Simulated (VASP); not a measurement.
Set up this calculation in VASP 6.6.1, as the native input.

```
Task                   : single point
Functional             : PBE
Dispersion             : D3(BJ)
Potentials or basis    : VASP PAW PBE potentials, release 64 (C, H)
Cutoff                 : 520 eV
k mesh                 : 6 × 6 × 1
Occupations            : gaussian, width 0.1 eV
Spin                   : no spin polarisation
Dipole correction      : yes
Further INCAR settings : ALGO = Normal; EDIFF = 1e-06; NBANDS = 28
```

The structure of HC4 lies in POSCAR:

```
HC4
1.0
    4.9313048819      0.0000000000      0.0000000000
   -2.4656524409      4.2706353015      0.0000000000
    0.0000000000      0.0000000000     18.0000331942
C H
8 2
Direct
    0.3333333333      0.1666666667      0.2222236565
    0.3333333333      0.6666666667      0.2222236565
    0.8333333333      0.1666666667      0.2222236565
    0.8333333333      0.6666666667      0.2222236565
    0.1666666667      0.3333333333      0.2222218124
    0.1666666667      0.8333333333      0.2222218124
    0.6666666667      0.3333333333      0.2222218124
    0.6666666667      0.8333333333      0.2222218124
    0.2572885523      0.1666666667      0.3666678346
    0.4093781144      0.1666666667      0.3666678346
```

One way to write it, as run:

INCAR

```
SYSTEM = HC4
  PREC = Accurate
  ENCUT = 520
  EDIFF = 1E-6
  ISMEAR = 0
  SIGMA = 0.1
  LREAL = .FALSE.
  LASPH = .TRUE.
  NELM = 100
  ALGO = Normal
  ISIF = 2
  LWAVE = .FALSE.
  LCHARG = .FALSE.
  LDIPOL = .TRUE.
  IDIPOL = 3
  DIPOL = 0.5 0.5 0.251
  GGA = PE
  IVDW = 12
  NBANDS = 28
```

KPOINTS

```
regular mesh
0
G
  6 6 1
  0 0 0
```

Potentials or basis: VASP PAW PBE potentials, release 64 (C, H).

Command:

```bash
$ cat potpaw_PBE.64/C/POTCAR potpaw_PBE.64/H/POTCAR > POTCAR
$ mpirun -np 1 vasp_std > vasp.out
```

Results of the run:

```
Largest force              : 0.251 eV/Å
Band gap on the k mesh     : 0.01 eV
Dispersion energy per atom : -0.080 eV
```

It took 2.9 min on 1 thread of Intel(R) Xeon(R) 6975P-C (Granite Rapids), with other jobs on the host, peak memory 0.53 GiB.
